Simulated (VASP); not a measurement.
Set up this calculation in VASP 6.6.1, as the native input.

* Task: single point
* Functional: PBE
* Potentials or basis: VASP PAW PBE potentials, release 64 (Si, Ge_d)
* Cutoff: 500 eV
* k mesh: 18 × 18 × 6
* Occupations: methfessel-paxton, width 0.1 eV
* Spin: no spin polarisation
* Dipole correction: no
* Further INCAR settings: ALGO = Normal; EDIFF = 1e-06; NBANDS = 21

The structure of Si3Ge lies in POSCAR:

```
Si3Ge
1.0
    2.7103620577      0.0000000000      0.0000000000
   -1.3551810288      2.3472423954      0.0000000000
    0.0000000000      0.0000000000     10.1507152904
Si Ge
3 1
Direct
    0.0000000000      0.0000000000      0.0000000000
    0.0000000000      0.0000000000      0.2443051364
    0.0000000000      0.0000000000      0.7556948636
    0.0000000000      0.0000000000      0.5000000000
```

One way to write it, as run:

INCAR

```
SYSTEM = Si3Ge
  PREC = Accurate
  ENCUT = 500
  EDIFF = 1E-6
  ISMEAR = 1
  SIGMA = 0.1
  LREAL = .False.
  LASPH = .True.
  NELM = 120
  ALGO = Normal
  ISIF = 2
  LWAVE = .False.
  LCHARG = .True.
  GGA = PE
  LELF = .True.
  LVHAR = .True.
  NBANDS = 21
  GGA_COMPAT = .False.
```

KPOINTS

```
Automatic mesh
0
Gamma
  18 18 6
  0 0 0
```

Potentials or basis: VASP PAW PBE potentials, release 64 (Si, Ge_d).

Command:

```console
$ cat potpaw_PBE.64/Si/POTCAR potpaw_PBE.64/Ge_d/POTCAR > POTCAR
$ mpirun -np 1 vasp_std > vasp.out
```

Results of the run:

The pressure is 0.0 GPa. The band gap on the k mesh is zero (bands 13 and 14 overlap by 10.39 eV).

Wall time 4.9 min on 1 thread of Intel Xeon 8259CL, on a shared host, peak memory 0.27 GiB.
